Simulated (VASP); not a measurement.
Input of a VASP 6.6.1 run:

The input INCAR:

```
SYSTEM = BiTe
ALGO = Normal
EDIFF = 1E-6
ENCUT = 500
GGA = PE
GGA_COMPAT = .FALSE.
ISIF = 2
ISMEAR = 0
LASPH = .TRUE.
LCHARG = .FALSE.
LREAL = .FALSE.
LWAVE = .FALSE.
NBANDS = 18
NELM = 120
PREC = Accurate
SIGMA = 0.1
```

File KPOINTS:

```
k-points
0
G
  4 4 4
  0 0 0
```

POSCAR

```
BiTe
1.0
    0.1921092991      3.2156838276      3.4108065110
    3.1976371395      0.2114251710      3.3914906390
    3.2858775009      3.2846083171      0.1231848096
Bi Te
1 1
Direct
    0.0000000000      0.0000000000      0.0000000000
    0.5000000000      0.5000000000      0.5000000000
```

Potentials or basis: VASP PAW PBE potentials, release 64 (Bi_d, Te).

Launch:

```sh
$ cat potpaw_PBE.64/Bi_d/POTCAR potpaw_PBE.64/Te/POTCAR > POTCAR
$ mpirun -np 1 vasp_std > vasp.out
```

**Question.** Predict the pressure.

**Answer.** 2.2 GPa.

Stress tensor (GPa, compression positive):
```
 4.14 -0.09  0.44
-0.09  4.31  0.66
 0.44  0.66 -1.80
```

Caveat: the k points lie up to 0.44 Å⁻¹ apart.
